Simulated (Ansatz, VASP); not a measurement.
**One calculation of SnSe, two programs**

The input INCAR:

```
SYSTEM = SnSe
PREC = Accurate ; ENCUT = 520
EDIFF = 1E-7 ; ISMEAR = 0
SIGMA = 0.02 ; LREAL = .FALSE.
LASPH = .TRUE. ; NELM = 100
ALGO = Normal ; ISIF = 2
LWAVE = .FALSE. ; LCHARG = .TRUE.
LELF = .TRUE. ; LVHAR = .TRUE.
NBANDS = 17
```

Contents of KPOINTS:

```
regular mesh
0
G
  8 8 8
  0 0 0
```

POSCAR

```
SnSe
1.0
    0.0000000000      2.9466477692      2.9466477692
    2.9466477692      0.0000000000      2.9466477692
    2.9466477692      2.9466477692      0.0000000000
Sn Se
1 1
Direct
    0.0000000000      0.0000000000      0.0000000000
    0.5000000000      0.5000000000      0.5000000000
```

Input for Ansatz:

```yaml
crystal:
  lattice:
    - [0.0, 2.9466477692, 2.9466477692]
    - [2.9466477692, 0.0, 2.9466477692]
    - [2.9466477692, 2.9466477692, 0.0]
  atoms:
    - { symbol: Sn, position: [0.0, 0.0, 0.0] }
    - { symbol: Se, position: [0.5, 0.5, 0.5] }
basis:
  ecutwfc: 420
kpoints:
  mp_grid: { grid: [8, 8, 8] }
  band_path: { path: [VBM, CBM], npoints: 2 }
hamiltonian:
  xc: lda
scf:
  occupations: { method: gaussian, width: 0.02 }
output:
  forces: false
  stress: false
  eigenvalues: true
checkpoint:
  read: start.run
  write: ck
  compress: false
  write_wavefunctions: false
  write_every: 100000
```

Alike in both runs: task single point; functional LDA; k mesh 8 × 8 × 8; occupations gaussian, width 0.02 eV; no spin polarisation.

|  | VASP | Ansatz |
| --- | --- | --- |
| version | VASP 6.6.1 | Ansatz 0.2.0 |
| potentials or method | VASP PAW LDA potentials, release 64 (Sn_d, Se), cutoff 520 eV | scalar-relativistic, plane waves, PAW |
| valence electrons in the cell | 20 | 30 |

|  | VASP | Ansatz | Ansatz less VASP |
| --- | --- | --- | --- |
| gap on the k mesh at the Fermi level (eV) | 0.77 | 0.78 | +0.010 |
| least direct gap on the mesh (eV) | 0.92 | 0.89 | -0.021 |

LDA's correlation is that of Perdew and Zunger in VASP and of Perdew and Wang (1992) in Ansatz. VASP's potentials hold 20 valence electrons a cell and Ansatz's 30, so a difference there can come from the potentials and not from the codes. Ansatz's warnings: band edges overlap.
